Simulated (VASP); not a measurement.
Input of a VASP 6.6.1 run:

The input INCAR:

```
PREC     = Accurate       # precision mode
ENCUT    = 520            # plane-wave cutoff, eV
EDIFF    = 1E-7           # SCF threshold, eV
ISMEAR   = 0              # smearing method
SIGMA    = 0.1            # smearing width, eV
LREAL    = False          # projectors in reciprocal space
LASPH    = True           # aspherical terms in the spheres
NELM     = 80             # most SCF steps
ALGO     = Fast           # electronic algorithm
ISIF     = 2              # what is computed and relaxed
LWAVE    = False          # write WAVECAR
LCHARG   = False          # write CHGCAR
LDIPOL   = True         
IDIPOL   = 3            
DIPOL    = 0.5 0.5 0.504
GGA      = PS             # functional
IBRION   = 2              # ionic algorithm
NSW      = 45             # ionic steps
EDIFFG   = -0.02          # ionic threshold
```

The input KPOINTS:

```
Automatic mesh
0
Gamma
  11 11 1
```

The input POSCAR:

```
Ta4C
1.0
    2.8410132489      0.0000000000      0.0000000000
   -0.9470044163      2.6785329784      0.0000000000
    0.0000000000      0.0000000000     25.9590328124
Ta C
4 1
Selective dynamics
Direct
    0.5000000000      0.5000000000      0.3274390098  F F F
    0.0000000000      0.0000000000      0.4167981790  F F F
    0.5000000000      0.5000000000      0.5058470961  F F F
    0.0000000000      0.0000000000      0.5912937381  F F F
    0.3333333333      0.3333333333      0.6768131031  F F T
```

Potentials or basis: VASP PAW PBE potentials, release 64 (Ta_pv, C).

The run is started by

```sh
$ cat potpaw_PBE.64/Ta_pv/POTCAR potpaw_PBE.64/C/POTCAR > POTCAR
$ mpirun -np 1 vasp_std > vasp.out
```

(1) Predict the band gap on the k mesh.

## Answers

(1) zero (bands 24 and 25 overlap by 1.06 eV).

Caveat: spin-orbit coupling is left out, which moves the levels of the heavy elements.
